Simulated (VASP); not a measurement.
Write the native input for VASP 6.6.1 that does the following.

| Item | Value |
| --- | --- |
| Task | single point |
| Functional | LDA |
| Potentials or basis | VASP PAW LDA potentials, release 64 (Ta_pv) |
| Cutoff | 520 eV |
| k mesh | 10 × 10 × 1 |
| Occupations | fermi-dirac, width 0.05 eV |
| Spin | no spin polarisation |
| Dipole correction | yes |
| Further INCAR settings | ALGO = Normal; EDIFF = 1e-06; NBANDS = 36 |

The structure of Ta lies in POSCAR:

```
Ta
1.0
    4.6002256691      0.0000000000      0.0000000000
   -2.3001128346      3.9839122926      0.0000000000
    0.0000000000      0.0000000000     19.7561000000
Ta
5
Direct
    0.8333333333      0.1666666667      0.4169545150
    0.1666666667      0.8333333333      0.4556693267
    0.5000000000      0.5000000000      0.4999999459
    0.8333333333      0.1666666667      0.5443306958
    0.1666666667      0.8333333333      0.5830455166
```

The input as run:

INCAR

```
ALGO     = Normal         # electronic algorithm
DIPOL    = 0.5 0.5 0.500
EDIFF    = 1E-6           # SCF threshold, eV
ENCUT    = 520            # plane-wave cutoff, eV
GGA      = CA             # functional
IDIPOL   = 3            
ISIF     = 2              # what is computed and relaxed
ISMEAR   = -1             # smearing method
LASPH    = T              # aspherical terms in the spheres
LCHARG   = F              # write CHGCAR
LDIPOL   = T            
LREAL    = F              # projectors in reciprocal space
LWAVE    = F              # write WAVECAR
NBANDS   = 36             # bands
NELM     = 80             # most SCF steps
PREC     = Accurate       # precision mode
SIGMA    = 0.05           # smearing width, eV
```

KPOINTS

```
k-points
0
Gamma
  10 10 1
```

Potentials or basis: VASP PAW LDA potentials, release 64 (Ta_pv).

The run is started by

```sh
$ cat potpaw_LDA.64/Ta_pv/POTCAR > POTCAR
$ mpirun -np 1 vasp_std > vasp.out
```

It gave:

```
Largest force          : 0.081 eV/Å
Band gap on the k mesh : zero (an odd number of electrons rules out a gap without spin polarisation)
```

Caveat: spin-orbit coupling is left out, which moves the levels of the heavy elements.

Run time: 12 min on 1 thread of AMD EPYC 7R13 (shared host), peak memory 0.38 GiB.
